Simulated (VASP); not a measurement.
Write the native input for VASP 6.6.1 that does the following.

| Property | Result |
| --- | --- |
| Task | single point |
| Functional | PBE |
| Dispersion | D3(BJ) |
| Potentials or basis | VASP PAW PBE potentials, release 64 (Se, In_d) |
| Cutoff | 520 eV |
| k mesh | 24 × 24 × 1 |
| Occupations | gaussian, width 0.05 eV |
| Spin | no spin polarisation |
| Dipole correction | yes |
| Further INCAR settings | ALGO = Normal; EDIFF = 1e-06; NBANDS = 27 |

The structure of InSe lies in POSCAR:

```
InSe
1.0
    4.0318505824      0.0000000000      0.0000000000
   -2.0159252912      3.4916850287      0.0000000000
    0.0000000000      0.0000000000     23.3792889443
Se In
2 2
Direct
    0.3333333333      0.6666666667      0.3849561046
    0.3333333333      0.6666666667      0.6150438954
    0.0000000000      0.0000000000      0.4402649226
    0.0000000000      0.0000000000      0.5597350097
```

One way to write it, as run:

INCAR

```
SYSTEM = InSe
ALGO = Normal
DIPOL = 0.5 0.5 0.500
EDIFF = 1E-6
ENCUT = 520
GGA = PE
IDIPOL = 3
ISIF = 2
ISMEAR = 0
IVDW = 12
LASPH = .TRUE.
LCHARG = .FALSE.
LDIPOL = .TRUE.
LREAL = .FALSE.
LWAVE = .FALSE.
NBANDS = 27
NELM = 80
PREC = Accurate
SIGMA = 0.05
```

KPOINTS

```
k-points
0
G
  24 24 1
  0 0 0
```

Potentials or basis: VASP PAW PBE potentials, release 64 (Se, In_d).

The run is started by

```sh
$ cat potpaw_PBE.64/Se/POTCAR potpaw_PBE.64/In_d/POTCAR > POTCAR
$ mpirun -np 1 vasp_std > vasp.out
```

Results of the run:

The largest force is 0.011 eV/Å and the band gap on the k mesh is 1.60 eV (least direct gap 1.67 eV). The dispersion energy per atom is -0.221 eV.

Caveat: spin-orbit coupling is left out, which moves the levels of the heavy elements.

Wall time 23 min on 1 thread of Intel(R) Xeon(R) Platinum 8259CL CPU @ 2.50GHz (Skylake/Cascade Lake), with other jobs on the host, peak memory 0.75 GiB.
